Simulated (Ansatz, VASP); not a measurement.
## Two plane-wave programs on SnTe

```
Sn Te
1.0
     0.00000    3.61115    3.61115
     3.61115    0.00000    3.61115
     3.61115    3.61115    0.00000
Sn Te
1 1
Direct
  0.00000 0.00000 0.00000
  0.74862 0.74862 0.75138
```

Alike in both runs: task single point; functional r2SCAN; k mesh 4 × 4 × 4; no spin polarisation.

|  | VASP | Ansatz |
| --- | --- | --- |
| version | VASP 6.6.1 | Ansatz 0.2.0 |
| potentials or method | VASP PAW PBE potentials, release 64 (Sn_d, Te) | plane waves, PAW |
| plane-wave cutoff (eV) | 520 | 500 |
| occupations | gaussian, width 0.01 eV | fixed |
| valence electrons in the cell | 20 | 30 |

|  | VASP | Ansatz | Ansatz less VASP |
| --- | --- | --- | --- |
| rms of the force components (eV/Å) | 0.014 | 0.014 | -0.0002 |

VASP's potentials were made for PBE, not for r2SCAN. Atom by atom the forces differ by 0.000 eV/Å (rms over components). VASP's potentials hold 20 valence electrons a cell and Ansatz's 30, so a difference there can come from the potentials and not from the codes.

Spin-orbit coupling is off throughout.
